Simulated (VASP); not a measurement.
# Pb (Fd-3m) in VASP: further runs

The runs below take Pb through vibrations by perturbation theory, elastic constants, with PBE, PBEsol.

Program: VASP 6.6.1. These are calculated values, not measurements. Logs are shortened: lines on timing, memory, paths and dates and some standing lists are left out, and cuts for length are marked.

## 1. The cell of the first run

Symmetry: Fd-3m, No. 227, cubic system. The conventional cell has a = 6.878 Å, b = 6.878 Å, c = 6.878 Å, α = 90.00°, β = 90.00°, γ = 90.00°. Within 3.9 Å of Pb (site symmetry -43m) lie 4 Pb at 2.98 Å.

## 2. Vibrations by perturbation theory, PBE

The input, INCAR:

```
PREC = Accurate
ENCUT = 520
EDIFF = 1E-8
ISMEAR = -1
SIGMA = 0.05
LREAL = F
LASPH = T
NELM = 60
ALGO = Fast
ISIF = 2
LWAVE = F
LCHARG = T
GGA = PE
NBANDS = 21
IBRION = 8
NSW = 1
```

The input, KPOINTS:

```
Automatic mesh
0
Gamma
  6 6 6
```

The input, POSCAR:

```
Pb
1.0
    0.0000000000      3.4390000555      3.4390000555
    3.4390000555      0.0000000000      3.4390000555
    3.4390000555      3.4390000555      0.0000000000
Pb
2
Direct
    0.2500000000      0.2500000000      0.2500000000
    0.0000000000      0.0000000000      0.0000000000
```

Potentials or basis: VASP PAW PBE potentials, release 64 (Pb_d).

Command:

```bash
cat potpaw_PBE.64/Pb_d/POTCAR > POTCAR
mpirun -np 1 vasp_std > vasp.out
```

OUTCAR:

```text
PREC = Accurate
   ENCUT = 520
   EDIFF = 1E-8
   ISMEAR = -1
   LREAL = F
   LASPH = T
   NELM = 60
   ISIF = 2
   GGA = PE
   IBRION = 8
   NSW = 1

 ion  position               nearest neighbor table
   1  0.250  0.250  0.250-   2 2.98   2 2.98   2 2.98   2 2.98
   2  0.000  0.000  0.000-   1 2.98   1 2.98   1 2.98   1 2.98

  LATTYP: Found a face centered cubic cell.
 ALAT       =     6.8780001110

  Lattice vectors:

 A1 = (   0.0000000000,   3.4390000555,   3.4390000555)
 A2 = (   3.4390000555,   0.0000000000,   3.4390000555)
 A3 = (   3.4390000555,   3.4390000555,   0.0000000000)

Analysis of symmetry for initial positions (statically):
=====================================================================
 Subroutine PRICEL returns:
 Original cell was already a primitive cell.

 Routine SETGRP: Setting up the symmetry group for a
 face centered cubic supercell.

 Subroutine GETGRP returns: Found 48 space group operations
 (whereof 24 operations were pure point group operations)
 out of a pool of 48 trial point group operations.

The static configuration has the point symmetry T_d .
 The point group associated with its full space group is O_h .

Analysis of symmetry for dynamics (positions and initial velocities):
=====================================================================
 Subroutine PRICEL returns:
 Original cell was already a primitive cell.

 Routine SETGRP: Setting up the symmetry group for a
 face centered cubic supercell.

 Subroutine GETGRP returns: Found 48 space group operations
 (whereof 24 operations were pure point group operations)
 out of a pool of 48 trial point group operations.

The dynamic configuration has the point symmetry T_d .
 The point group associated with its full space group is O_h .

 Subroutine INISYM returns: Found 48 space group operations
 (whereof 24 operations are pure point group operations),
 and found     1 'primitive' translations

----------------------------------------------------------------------------------------

                                     Primitive cell

  volume of cell :      81.3442

  direct lattice vectors                    reciprocal lattice vectors
     0.000000000  3.439000056  3.439000056    -0.145391100  0.145391100  0.145391100
     3.439000056  0.000000000  3.439000056     0.145391100 -0.145391100  0.145391100
     3.439000056  3.439000056  0.000000000     0.145391100  0.145391100 -0.145391100

  length of vectors
     4.863480519  4.863480519  4.863480519     0.251824772  0.251824772  0.251824772

  position of ions in fractional coordinates (direct lattice)
     0.250000000  0.250000000  0.250000000
     0.000000000  0.000000000  0.000000000

  ion indices of the primitive-cell ions
   primitive index   ion index
                 1           1
                 2           2

----------------------------------------------------------------------------------------

 KPOINTS: Automatic mesh

Automatic generation of k-mesh.
 Grid dimensions read from file:
 generate k-points for:    6    6    6

 Generating k-lattice:

  Cartesian coordinates                     Fractional coordinates (reciprocal lattice)
    -0.024231850  0.024231850  0.024231850     0.166666667  0.000000000  0.000000000
     0.024231850 -0.024231850  0.024231850     0.000000000  0.166666667  0.000000000
     0.024231850  0.024231850 -0.024231850     0.000000000  0.000000000  0.166666667

  Length of vectors
     0.041970795  0.041970795  0.041970795
[... 57 lines left out ...]
   NUPDOWN=      -1.0000    fix difference up-down
   EMIN   =  10.00;   EMAX   =-10.00  energy-range for DOS
   EFERMI =   0.00;   METHOD = LEGACY
   ISMEAR =    -1;   SIGMA  =   0.05  broadening in eV -4-tet -1-fermi 0-gaus
   EFERMI_NEDOS =   21; number of points for ismear=-14 and -15
   IALGO  =     68    algorithm
   IMIX   =      4    mixing-type and parameters
     AMIX     =   0.40;   BMIX     =  1.00
     AMIX_MAG =   1.60;   BMIX_MAG =  1.00
  volume/ion in A,a.u.               =      40.67       274.47
  Fermi-wavevector in a.u.,A,eV,Ry     =   1.147322  2.168124 17.909999  1.316348
  Thomas-Fermi vector in A             =   2.284002
   LORBIT       =      0    0 simple, 1 ext, 2 COOP (PROOUT), +10 PAW based schemes
   GGA     = PE    functional components
   LHFCALC =     F    Hartree Fock is set to
   AEXX    =    0.0000 exact exchange contribution
   IVDW    =     0    specifies the selected vdW correction
   LEPSILON=     F    determine dielectric tensor
   LRPA    =     F    only Hartree local field effects (RPA)
 non-spin polarized calculation
 RMM-DIIS sequential band-by-band and
  energy-cutoff  :      520.00
  volume of cell :       81.34
 maximum number of plane-waves:      2202
   NGX = 19   NGY = 19   NGZ = 19

--------------------------------------- Ionic step        1  -------------------------------------------

 number of electron      28.0000001 magnetization

 Free energy of the ion-electron system (eV)
  ---------------------------------------------------
  ext. energy  EPLUGINS =         0.00000000
  ---------------------------------------------------
  free energy    TOTEN  =        -6.55155715 eV

  energy without entropy =       -6.54320641  energy(sigma->0) =       -6.54738178

 E-fermi :   4.2639     XC(G=0):  -8.4250

 val. band max:        4.2631825430   @ k =   0.1667   0.0000   0.0000
 cond. band min:       4.3305033900   @ k =   0.1667   0.0000   0.0000
 fundamental gap:      0.0673208470
 Fermi energy:         4.2639462498

 k-point     1 :       0.0000    0.0000    0.0000
  band No.  band energies     occupation
      1     -12.8535      2.00000
      2     -12.8535      2.00000
      3     -12.8535      2.00000
      4     -12.7770      2.00000
      5     -12.7770      2.00000
      6     -12.3469      2.00000
[... 373 lines left out ...]
     20      12.9330      0.00000
     21      14.1089      0.00000

------------------------ aborting loop because EDIFF is reached ----------------------------------------

  FORCE on cell =-STRESS in cart. coord.  units (eV):
  Direction    XX          YY          ZZ          XY          YZ          ZX
  --------------------------------------------------------------------------------------
  -------------------------------------------------------------------------------------
  Total        1.2372128      1.2372128      1.2372128      0.0000000      0.0000000     -0.0000000
  in kB       24.3684797     24.3684797     24.3684797      0.0000000      0.0000000     -0.0000000
  external PRESSURE =      24.3684797 kB  Pullay stress =       0.0000000 kB

 VOLUME and BASIS-vectors are now :
 -----------------------------------------------------------------------------
  energy-cutoff  :      520.00
  volume of cell :       81.34
      direct lattice vectors                 reciprocal lattice vectors
     0.000000000  3.439000056  3.439000056    -0.145391100  0.145391100  0.145391100
     3.439000056  0.000000000  3.439000056     0.145391100 -0.145391100  0.145391100
     3.439000056  3.439000056  0.000000000     0.145391100  0.145391100 -0.145391100

 POSITION                                       TOTAL-FORCE (eV/Angst)
 -----------------------------------------------------------------------------------
      1.71950      1.71950      1.71950         0.000000      0.000000      0.000000
      0.00000      0.00000      0.00000        -0.000000     -0.000000     -0.000000
 -----------------------------------------------------------------------------------
    total drift:                                0.000000      0.000000      0.000000

  FREE ENERGIE OF THE ION-ELECTRON SYSTEM (eV)
  ---------------------------------------------------
  free  energy   TOTEN  =        -6.5515571462 eV

  energy  without entropy=       -6.5432064104  energy(sigma->0) =       -6.54738178

[... ionic steps 2 to 3 ...]

--------------------------------------- Ionic step        4  -------------------------------------------

 Free energy of the ion-electron system (eV)
  ---------------------------------------------------
  ---------------------------------------------------
  free energy    TOTEN  =        -0.33694852 eV

  energy without entropy =       -0.33694852

------------------------ aborting loop because EDIFF is reached ----------------------------------------

 INTERNAL STRAIN TENSOR  FOR ION    1  DIRECTION 1   (eV/Angst):
 -----------------------------------------------------------------------------
     0.01512  0.00000  0.00000
     0.00000 -0.00499 -7.17418
     0.00000 -7.17418 -0.00499

 INTERNAL STRAIN TENSOR FOR ION    2 for displacements in x,y,z  (eV/Angst):
          X           Y           Z          XY          YZ          ZX
  --------------------------------------------------------------------------------
  x     0.00000     0.00000     0.00000     0.00000     7.17418     0.00000
  y     0.00000     0.00000     0.00000     0.00000     0.00000     7.17418
  z     0.00000     0.00000     0.00000     7.17418     0.00000     0.00000

 SECOND DERIVATIVES (NOT SYMMETRIZED)
 ------------------------------------
               1X          1Y          1Z          2X          2Y          2Z
  1X    -4.283631    0.000000    0.000000    4.283631    0.000000    0.000000
  1Y     0.000000   -4.283631    0.000000    0.000000    4.283631    0.000000
  1Z     0.000000    0.000000   -4.283631    0.000000    0.000000    4.283631
  2X     4.283631    0.000000    0.000000   -4.283631    0.000000    0.000000
  2Y     0.000000    4.283631    0.000000    0.000000   -4.283631    0.000000
  2Z     0.000000    0.000000    4.283631    0.000000    0.000000   -4.283631

 Eigenvectors and eigenvalues of the dynamical matrix
 ----------------------------------------------------

   1 f  =    3.178900 THz    19.973619 2PiTHz  106.036697 cm-1    13.146869 meV
             X         Y         Z           dx          dy          dz
      1.719500  1.719500  1.719500     0.000000   -0.707107    0.000000
      0.000000  0.000000  0.000000     0.000000    0.707107    0.000000
[... 21 lines left out ...]
   6 f  =    0.000000 THz     0.000000 2PiTHz    0.000000 cm-1     0.000000 meV
             X         Y         Z           dx          dy          dz
      1.719500  1.719500  1.719500     0.000000    0.000000    0.707107
      0.000000  0.000000  0.000000     0.000000    0.000000    0.707107

--------------------------------------------------------------------------------------------------------

 ELASTIC MODULI CONTR FROM IONIC RELAXATION (kBar)
 Direction    XX          YY          ZZ          XY          YZ          ZX
 --------------------------------------------------------------------------------
 XX          -0.0000     -0.0000     -0.0000     -0.0000     -0.0000     -0.0000
 YY          -0.0000     -0.0000     -0.0000     -0.0000     -0.0000     -0.0000
 ZZ          -0.0000     -0.0000     -0.0000     -0.0000     -0.0000     -0.0000
 XY          -0.0000     -0.0000     -0.0000   -236.6552      0.0000      0.0000
 YZ          -0.0000     -0.0000     -0.0000      0.0000   -236.6552      0.0000
 ZX          -0.0000     -0.0000     -0.0000      0.0000      0.0000   -236.6552
 --------------------------------------------------------------------------------
```

Run time: 61 s. Hardware: 1 thread of Intel Xeon 6975P-C (Granite Rapids), shared host; peak memory 0.32 GiB.

Results:

| Property | Result |
| --- | --- |
| Highest phonon frequency at Γ | 106 cm⁻¹ |

Phonon frequencies in cm⁻¹ (negative: imaginary):
| q point | frequencies |
| --- | --- |
| (0.000, 0.000, 0.000) | 0 0 0 106 106 106 |

Caveat: the cell wasn't relaxed at this level first, which shifts response properties; spin-orbit coupling is left out, which moves the levels of the heavy elements.

[end of part 1 of 2]
